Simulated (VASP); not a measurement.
Write the native input for VASP 6.6.1 that does the following.

```yaml
Task: single point
Functional: PBE
Potentials_or_basis: VASP PAW PBE potentials, release 64 (Te)
Cutoff: 520 eV
k_mesh: 15 × 15 × 15
Occupations: fermi-dirac, width 0.05 eV
Spin: no spin polarisation
Dipole_correction: no
Further_INCAR_settings: ALGO = Normal; EDIFF = 1e-06; NBANDS = 9
```

The structure of Te lies in POSCAR:

```
Te
1.0
   -1.8033454686      1.8033454686      1.8033454686
    1.8033454686     -1.8033454686      1.8033454686
    1.8033454686      1.8033454686     -1.8033454686
Te
1
Direct
    0.0000000000      0.0000000000      0.0000000000
```

This isn't the form of Te at room conditions, which is trigonal, of chains.

One way to write it, as run:

INCAR

```
SYSTEM = Te
ALGO = Normal
EDIFF = 1E-6
ENCUT = 520
GGA = PE
ISIF = 2
ISMEAR = -1
LASPH = .TRUE.
LCHARG = .FALSE.
LREAL = .FALSE.
LWAVE = .FALSE.
NBANDS = 9
NELM = 80
PREC = Accurate
SIGMA = 0.05
```

KPOINTS

```
k-points
0
G
  15 15 15
  0 0 0
```

Potentials or basis: VASP PAW PBE potentials, release 64 (Te).

Command:

```sh
$ cat potpaw_PBE.64/Te/POTCAR > POTCAR
$ mpirun -np 1 vasp_std > vasp.out
```

It gave:

```yaml
Pressure: 16.9 GPa
Band_gap_on_the_k_mesh: zero (bands 3 and 4 overlap by 7.78 eV)
```

Caveat: the cell stands under pressure; spin-orbit coupling is left out, which moves the levels of the heavy elements.

Run time: 5.5 s on 1 thread of Intel(R) Xeon(R) 6975P-C (Granite Rapids) (shared host), peak memory 0.15 GiB.
